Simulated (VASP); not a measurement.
# WSe2 (P6_3/mmc) in VASP: single point with r2SCAN

Aim: the single point of WSe2 with r2SCAN.

All numbers are computed with VASP 6.6.1; they aren't measurements. Logs are shortened: lines on timing, memory, paths and dates and some standing lists are left out, and cuts for length are marked.

**Experimental background.**

From “Time-resolved XUV ARPES with tunable 24–33 eV laser pulses at 30 meV resolution”, 2019, pmc:6684652, for a bulk crystal of WSe2: band gap 1.3 eV (indirect).

The runs below are set against these values where they give the same quantity.

## Step 1: The cell of the first run

The structure is hexagonal, space group P6_3/mmc (No. 194). The conventional cell has a = 3.310 Å, b = 3.310 Å, c = 13.557 Å, α = 90.00°, β = 90.00°, γ = 120.00°. W (site symmetry -6m2) has 6 Se at 2.53 Å and 6 W at 3.31 Å within 3.4 Å. Se (site symmetry 3m) has 3 W at 2.53 Å and 7 Se at 3.31 to 3.33 Å within 3.4 Å.

## Step 2: Single point, r2SCAN, collinear spin (21.44 Å³/atom)

Contents of POSCAR:

```
WSe2
1.0
    3.3101441211      0.0000000000      0.0000000000
   -1.6550720606      2.8666688991      0.0000000000
    0.0000000000      0.0000000000     13.5566574089
W Se
2 4
Direct
    0.3333333333      0.6666666667      0.2500000000
    0.6666666667      0.3333333333      0.7500000000
    0.3333333333      0.6666666667      0.6273030742
    0.6666666667      0.3333333333      0.1273030740
    0.3333333333      0.6666666667      0.8726969258
    0.6666666667      0.3333333333      0.3726969260
```

Contents of INCAR.step1:

```
PREC = Accurate
ENCUT = 550
ISMEAR = 0
SIGMA = 0.05
LREAL = F
LASPH = T
NELM = 200
ISPIN = 2
MAGMOM = 0.05 -0.05 0 0 0 0
LMAXMIX = 4
NBANDS = 39
GGA = PE
ALGO = Normal
EDIFF = 1E-5
LWAVE = T
LCHARG = F
GGA_COMPAT = F
```

Contents of INCAR.step2:

```
PREC = Accurate
ENCUT = 550
EDIFF = 1E-6
ISMEAR = 0
SIGMA = 0.05
LREAL = F
LASPH = T
NELM = 200
ALGO = Normal
ISIF = 2
LWAVE = F
LCHARG = F
ISPIN = 2
MAGMOM = 0.05 -0.05 0 0 0 0
LORBIT = 11
LMAXMIX = 4
METAGGA = R2SCAN
LMIXTAU = T
NBANDS = 39
ISTART = 1
GGA_COMPAT = F
```

Contents of KPOINTS:

```
regular mesh
0
Gamma
  8 8 2
```

Potentials or basis: VASP PAW PBE potentials, release 64 (W_sv, Se).

The run is started by

```bash
cat potpaw_PBE.64/W_sv/POTCAR potpaw_PBE.64/Se/POTCAR > POTCAR
cp INCAR.step1 INCAR
mpirun -np 1 vasp_std > vasp.out
cp INCAR.step2 INCAR
mpirun -np 1 vasp_std > vasp.out
```

OUTCAR:

```text
PREC = Accurate
   ENCUT = 550
   EDIFF = 1E-6
   ISMEAR = 0
   LREAL = F
   LASPH = T
   NELM = 200
   ISIF = 2
   ISPIN = 2
   LORBIT = 11
   METAGGA = R2SCAN
   ISTART = 1

 ion  position               nearest neighbor table
   1  0.333  0.667  0.250-   4 2.53   6 2.53   4 2.53   6 2.53   4 2.53   6 2.53
   2  0.667  0.333  0.750-   3 2.53   5 2.53   3 2.53   5 2.53   3 2.53   5 2.53
   3  0.333  0.667  0.627-   2 2.53   2 2.53   2 2.53
   4  0.667  0.333  0.127-   1 2.53   1 2.53   1 2.53
   5  0.333  0.667  0.873-   2 2.53   2 2.53   2 2.53
   6  0.667  0.333  0.373-   1 2.53   1 2.53   1 2.53

  LATTYP: Found a hexagonal cell.
 ALAT       =     3.3101441211
 C/A-ratio  =     4.0954885688

  Lattice vectors:

 A1 = (   3.3101441211,   0.0000000000,   0.0000000000)
 A2 = (  -1.6550720606,   2.8666688991,   0.0000000000)
 A3 = (   0.0000000000,   0.0000000000,  13.5566574089)

Analysis of symmetry for initial positions (statically):
=====================================================================
 Subroutine PRICEL returns:
 Original cell was already a primitive cell.

 Routine SETGRP: Setting up the symmetry group for a
 hexagonal supercell.

 Subroutine GETGRP returns: Found 24 space group operations
 (whereof 12 operations were pure point group operations)
 out of a pool of 24 trial point group operations.

The static configuration has the point symmetry D_3d.
 The point group associated with its full space group is D_6h.

Analysis of symmetry for dynamics (positions and initial velocities):
=====================================================================
 Subroutine PRICEL returns:
 Original cell was already a primitive cell.

 Routine SETGRP: Setting up the symmetry group for a
 hexagonal supercell.

 Subroutine GETGRP returns: Found 24 space group operations
 (whereof 12 operations were pure point group operations)
 out of a pool of 24 trial point group operations.

The dynamic configuration has the point symmetry D_3d.
 The point group associated with its full space group is D_6h.

Analysis of structural, dynamic, and magnetic symmetry:
=====================================================================
 Subroutine PRICEL returns:
 Original cell was already a primitive cell.

 Routine SETGRP: Setting up the symmetry group for a
 hexagonal supercell.

 Subroutine GETGRP returns: Found 24 space group operations
 (whereof 12 operations were pure point group operations)
 out of a pool of 24 trial point group operations.

The overall configuration has the point symmetry D_3d.
 The point group associated with its full space group is D_6h.

 Subroutine INISYM returns: Found 24 space group operations
 (whereof 12 operations are pure point group operations),
 and found     1 'primitive' translations

----------------------------------------------------------------------------------------

                                     Primitive cell

  volume of cell :     128.6403

  direct lattice vectors                    reciprocal lattice vectors
     3.310144121  0.000000000  0.000000000     0.302101650  0.174418469  0.000000000
    -1.655072061  2.866668899  0.000000000     0.000000000  0.348836938  0.000000000
     0.000000000  0.000000000 13.556657409     0.000000000  0.000000000  0.073764496

  length of vectors
     3.310144121  3.310144121 13.556657409     0.348836938  0.348836938  0.073764496

  position of ions in fractional coordinates (direct lattice)
     0.333333333  0.666666667  0.250000000
     0.666666667  0.333333333  0.750000000
     0.333333333  0.666666667  0.627303074
     0.666666667  0.333333333  0.127303074
     0.333333333  0.666666667  0.872696926
     0.666666667  0.333333333  0.372696926

  ion indices of the primitive-cell ions
   primitive index   ion index
                 1           1
                 2           2
                 3           3
                 4           4
                 5           5
                 6           6

----------------------------------------------------------------------------------------

 KPOINTS: regular mesh

Automatic generation of k-mesh.
 Grid dimensions read from file:
 generate k-points for:    8    8    2

 Generating k-lattice:

  Cartesian coordinates                     Fractional coordinates (reciprocal lattice)
     0.037762706  0.021802309  0.000000000     0.125000000  0.000000000  0.000000000
     0.000000000  0.043604617  0.000000000     0.000000000  0.125000000  0.000000000
     0.000000000  0.000000000  0.036882248     0.000000000  0.000000000  0.500000000

  Length of vectors
     0.043604617  0.043604617  0.036882248

  Shift w.r.t. Gamma in fractional coordinates (k-lattice)
     0.000000000  0.000000000  0.000000000

 Subroutine IBZKPT returns following result:
 ===========================================

 Found     20 irreducible k-points:

 Following reciprocal coordinates:
            Coordinates               Weight
  0.000000  0.000000  0.000000      1.000000
  0.125000 -0.000000  0.000000      6.000000
  0.250000 -0.000000  0.000000      6.000000
  0.375000 -0.000000  0.000000      6.000000
  0.500000 -0.000000  0.000000      3.000000
  0.125000  0.125000  0.000000      6.000000
[... 12 lines left out ...]
  0.250000  0.250000  0.500000      6.000000
  0.375000  0.250000  0.500000      6.000000
   k-points           NKPTS =     20   k-points in BZ     NKDIM =     20   number of bands    NBANDS=     39
   number of dos      NEDOS =    301   number of ions     NIONS =      6
   total plane-waves  NPLWV =  84672
   dimension x,y,z NGX =    28 NGY =   28 NGZ =  108
   dimension x,y,z NGXF=    56 NGYF=   56 NGZF=  216
   ions per type =               2   4
   NGX,Y,Z   is equivalent  to a cutoff of  14.06, 14.06, 13.24 a.u.
   NGXF,Y,Z  is equivalent  to a cutoff of  28.12, 28.12, 26.49 a.u.
 SYSTEM =  unknown system
   PREC   = accura    normal or accurate (medium, high low for compatibility)
   ISTART =      1    job   : 0-new  1-cont  2-samecut
   ICHARG =      0    charge: 1-file 2-atom 10-const
   ISPIN  =      2    spin polarized calculation?
   LNONCOLLINEAR =      F non collinear calculations
   LSORBIT =      F    spin-orbit coupling
   LASPH  =      T    aspherical Exc in radial PAW
   ENCUT  =  550.0 eV  40.42 Ry    6.36 a.u.   6.33  6.33 25.92*2*pi/ulx,y,z
   NELM   =    200;   NELMIN=  2; NELMDL=  0     # of ELM steps
   EDIFF  = 0.1E-05   stopping-criterion for ELM
   LREAL  =      F    real-space projection
   EDIFFG = 0.1E-04   stopping-criterion for IOM
   NSW    =      0    number of steps for IOM
   IBRION =     -1    ionic relax: 0-MD 1-quasi-New 2-CG
   NFREE  =      0    steps in history (QN), initial steepest desc. (CG)
   ISIF   =      2    stress and relaxation
   ISYM   =      2    0-nonsym 1-usesym 2-fastsym
   POTIM  = 0.5000    time-step for ionic-motion
   TEBEG  =    0.0;   TEEND  =   0.0 temperature during run
   PSTRESS=    0.0 pullay stress
   NELECT =      52.0000    total number of electrons
   NUPDOWN=      -1.0000    fix difference up-down
   EMIN   =  10.00;   EMAX   =-10.00  energy-range for DOS
   EFERMI =   0.00;   METHOD = LEGACY
   ISMEAR =     0;   SIGMA  =   0.05  broadening in eV -4-tet -1-fermi 0-gaus
   EFERMI_NEDOS =   21; number of points for ismear=-14 and -15
   IALGO  =     38    algorithm
   IMIX   =      4    mixing-type and parameters
     AMIX     =   0.40;   BMIX     =  1.00
     AMIX_MAG =   1.60;   BMIX_MAG =  1.00
  volume/ion in A,a.u.               =      21.44       144.68
  Fermi-wavevector in a.u.,A,eV,Ry     =   1.210459  2.287437 19.935422  1.465212
  Thomas-Fermi vector in A             =   2.346005
   LORBIT       =     11    0 simple, 1 ext, 2 COOP (PROOUT), +10 PAW based schemes
   METAGGA = R2SCAN    functional components
   LHFCALC =     F    Hartree Fock is set to
   AEXX    =    0.0000 exact exchange contribution
   IVDW    =     0    specifies the selected vdW correction
   LEPSILON=     F    determine dielectric tensor
   LRPA    =     F    only Hartree local field effects (RPA)
 spin polarized calculation
 Gauss-broadening in eV      SIGMA  =   0.05
  energy-cutoff  :      550.00
  volume of cell :      128.64
 maximum number of plane-waves:      3808
 NGX is ok and might be reduce to    28
   NGX = 13   NGY = 13   NGZ = 51

 number of electron      52.0000000 magnetization      -0.0000000

 Free energy of the ion-electron system (eV)
  ---------------------------------------------------
  ext. energy  EPLUGINS =         0.00000000
  ---------------------------------------------------
  free energy    TOTEN  =      -163.59119454 eV

  energy without entropy =     -163.59119454  energy(sigma->0) =     -163.59119454

 E-fermi :   5.6163     XC(G=0): -11.0074

 val. band max:        5.3849219469   @ k =   0.0000   0.0000   0.0000
 cond. band min:       6.7837660668   @ k =   0.2500   0.1250   0.0000
 fundamental gap:      1.3988441200
 Fermi energy:         5.6163258733

 spin component 1

 k-point     1 :       0.0000    0.0000    0.0000
  band No.  band energies     occupation
      1     -70.8587      1.00000
      2     -70.8587      1.00000
      3     -34.4403      1.00000
      4     -34.4403      1.00000
      5     -34.3331      1.00000
      6     -34.3331      1.00000
[... 30 lines left out ...]
     37      13.6393      0.00000
     38      13.9309      0.00000

 k-point     2 :       0.1250   -0.0000    0.0000
  band No.  band energies     occupation
      1     -70.8571      1.00000
      2     -70.8571      1.00000
      3     -34.4335      1.00000
      4     -34.4335      1.00000
      5     -34.3679      1.00000
      6     -34.3679      1.00000
[... 30 lines left out ...]
     37      13.9787      0.00000
     38      14.7533      0.00000
[... 695 lines left out ...]
     37      13.1751      0.00000
     38      13.1751      0.00000

 k-point    20 :       0.3750    0.2500    0.5000
  band No.  band energies     occupation
      1     -70.8467      1.00000
      2     -70.8467      1.00000
      3     -34.5263      1.00000
      4     -34.5263      1.00000
      5     -34.4594      1.00000
      6     -34.4594      1.00000
[... 30 lines left out ...]
     37      12.5837      0.00000
     38      12.5837      0.00000
 Fermi energy:         5.6163258733

 spin component 2

 k-point     1 :       0.0000    0.0000    0.0000
  band No.  band energies     occupation
      1     -70.8587      1.00000
      2     -70.8587      1.00000
      3     -34.4403      1.00000
      4     -34.4403      1.00000
      5     -34.3331      1.00000
      6     -34.3331      1.00000
[... 30 lines left out ...]
     37      13.6393      0.00000
     38      13.9309      0.00000

 k-point     2 :       0.1250   -0.0000    0.0000
  band No.  band energies     occupation
      1     -70.8571      1.00000
      2     -70.8571      1.00000
      3     -34.4335      1.00000
      4     -34.4335      1.00000
      5     -34.3679      1.00000
      6     -34.3679      1.00000
[... 30 lines left out ...]
     37      13.9787      0.00000
     38      14.7533      0.00000
[... 695 lines left out ...]
     37      13.1751      0.00000
     38      13.1751      0.00000

 k-point    20 :       0.3750    0.2500    0.5000
  band No.  band energies     occupation
      1     -70.8467      1.00000
      2     -70.8467      1.00000
      3     -34.5263      1.00000
      4     -34.5263      1.00000
      5     -34.4594      1.00000
      6     -34.4594      1.00000
[... 30 lines left out ...]
     37      12.5837      0.00000
     38      12.5837      0.00000
 [bands above 38 left out]

------------------------ aborting loop because EDIFF is reached ----------------------------------------

  FORCE on cell =-STRESS in cart. coord.  units (eV):
  Direction    XX          YY          ZZ          XY          YZ          ZX
  --------------------------------------------------------------------------------------
  -------------------------------------------------------------------------------------
  Total        0.5516363      0.5516363      0.4414456     -0.0000000      0.0000000      0.0000000
  in kB        6.8704690      6.8704690      5.4980759     -0.0000000      0.0000000      0.0000000
  external PRESSURE =       6.4130046 kB  Pullay stress =       0.0000000 kB

 VOLUME and BASIS-vectors are now :
 -----------------------------------------------------------------------------
  energy-cutoff  :      550.00
  volume of cell :      128.64
      direct lattice vectors                 reciprocal lattice vectors
     3.310144121  0.000000000  0.000000000     0.302101650  0.174418469  0.000000000
    -1.655072061  2.866668899  0.000000000     0.000000000  0.348836938  0.000000000
     0.000000000  0.000000000 13.556657409     0.000000000  0.000000000  0.073764496

 POSITION                                       TOTAL-FORCE (eV/Angst)
 -----------------------------------------------------------------------------------
     -0.00000      1.91111      3.38916         0.000000      0.000000      0.000000
      1.65507      0.95556     10.16749         0.000000     -0.000000      0.000000
     -0.00000      1.91111      8.50413         0.000000     -0.000000     -0.031889
      1.65507      0.95556      1.72580        -0.000000      0.000000     -0.031889
     -0.00000      1.91111     11.83085         0.000000     -0.000000      0.031889
      1.65507      0.95556      5.05252        -0.000000     -0.000000      0.031889
 -----------------------------------------------------------------------------------
    total drift:                               -0.000000      0.000000     -0.000000

  FREE ENERGIE OF THE ION-ELECTRON SYSTEM (eV)
  ---------------------------------------------------
  free  energy   TOTEN  =      -163.5911945426 eV

  energy  without entropy=     -163.5911945426  energy(sigma->0) =     -163.59119454

 total charge

# of ion       s       p       d       tot
------------------------------------------
    1        2.301   6.280   3.350  11.931
    2        2.301   6.280   3.350  11.931
    3        1.473   2.399   0.070   3.943
    4        1.473   2.399   0.070   3.943
    5        1.473   2.399   0.070   3.943
    6        1.473   2.399   0.070   3.943
--------------------------------------------------
tot         10.495  22.159   6.979  39.633

 magnetization (x)

# of ion       s       p       d       tot
------------------------------------------
    1       -0.000   0.000  -0.000  -0.000
    2        0.000  -0.000   0.000   0.000
    3       -0.000  -0.000  -0.000  -0.000
    4        0.000   0.000   0.000   0.000
    5       -0.000  -0.000  -0.000  -0.000
    6        0.000   0.000   0.000   0.000
--------------------------------------------------
tot          0.000   0.000   0.000   0.000
```

Run time: 29 min. Hardware: 1 thread of Intel Xeon 8259CL, shared host; peak memory 0.47 GiB.

Results:

```
Free energy                                           : -163.5912 eV
Pressure                                              : 0.6 GPa
Largest force                                         : 0.032 eV/Å
Band gap on the k mesh                                : 1.40 eV (least direct gap 1.98 eV)
Net moment                                            : 0.00 μB per cell
Valence electrons inside the program's atomic spheres : W 11.93; Se 3.94
```

Forces in eV/Å, atoms in the order of the input:
```
W    0.000  0.000  0.000
W    0.000  0.000  0.000
Se   0.000  0.000 -0.032
Se   0.000  0.000 -0.032
Se   0.000  0.000  0.032
Se   0.000  0.000  0.032
```

Caveat: the PAW data sets were made with another functional, which shifts forces and pressure a little; spin-orbit coupling is left out, which moves the levels of the heavy elements.

## Step 3: Comparison with measurements

Step 2. Measured gap of WSe2: 1.3 eV (indirect; “Time-resolved XUV ARPES with tunable 24–33 eV laser pulses at 30 meV resolution”, 2019, pmc:6684652). This calculation gives 1.40 eV (+0.10 eV). Spin-orbit coupling on Se, W is left out. The value is that of r2SCAN on a finite k mesh, which can miss the band edges, without temperature or zero-point motion.
